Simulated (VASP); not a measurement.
CuNi3: single point with PBEsol

Crystal: CuNi3.

```
Cu Ni
1.0
    -1.72036    1.72036    3.39836
     1.72036   -1.72036    3.39836
     1.72036    1.72036   -3.39836
Cu Ni
1 3
Direct
  0.00000 0.00000 0.00000
  0.50000 0.50000 0.00000
  0.25000 0.75000 0.50000
  0.75000 0.25000 0.50000
```

```json
{
  "Program": "VASP 6.6.1",
  "Task": "single point",
  "Functional": "PBEsol",
  "Potentials or basis": "VASP PAW PBE potentials, release 64 (Cu, Ni)",
  "Cutoff": "520 eV",
  "k mesh": "11 × 11 × 11",
  "Occupations": "fermi-dirac, width 0.05 eV",
  "Spin": "collinear spin, ferromagnetic start",
  "Starting moments": "[0.6, 1.0, 1.0, 1.0] μB"
}
```

| Property | Result |
| --- | --- |
| Pressure | 12.4 GPa |
| Net moment | 1.43 μB per cell |
| Site moments | Cu +0.01; Ni +0.49, +0.47 (each value once) μB |
| Valence electrons inside the program's atomic spheres | Cu 10.22; Ni 9.47 |

Stress tensor (GPa, compression positive):
```
12.13  0.00  0.00
 0.00 12.13  0.00
 0.00  0.00 12.97
```

Levels at points of the mesh, in eV from the Fermi level:
Spin up:
| k point | band 18 | band 19 | band 20 | band 21 | band 22 | band 23 | band 24 | band 25 |
| --- | --- | --- | --- | --- | --- | --- | --- | --- |
| (0.00, 0.00, 0.00) | -0.46 | -0.38 | -0.38 | -0.17 | 2.52 | 7.97 | 7.97 | 8.04 |
Spin down:
| k point | band 16 | band 17 | band 18 | band 19 | band 20 | band 21 | band 22 | band 23 | band 24 | band 25 |
| --- | --- | --- | --- | --- | --- | --- | --- | --- | --- | --- |
| (0.00, 0.00, 0.00) | -0.68 | -0.30 | -0.04 | 0.16 | 0.16 | 0.51 | 2.52 | 8.10 | 8.10 | 8.16 |

It took 10 min on 1 thread of Oxide Virtual Turin-like Processor (shared host), peak memory 0.34 GiB.

Caveat: the cell stands under pressure; the PAW data sets were made with another functional, which shifts forces and pressure a little.
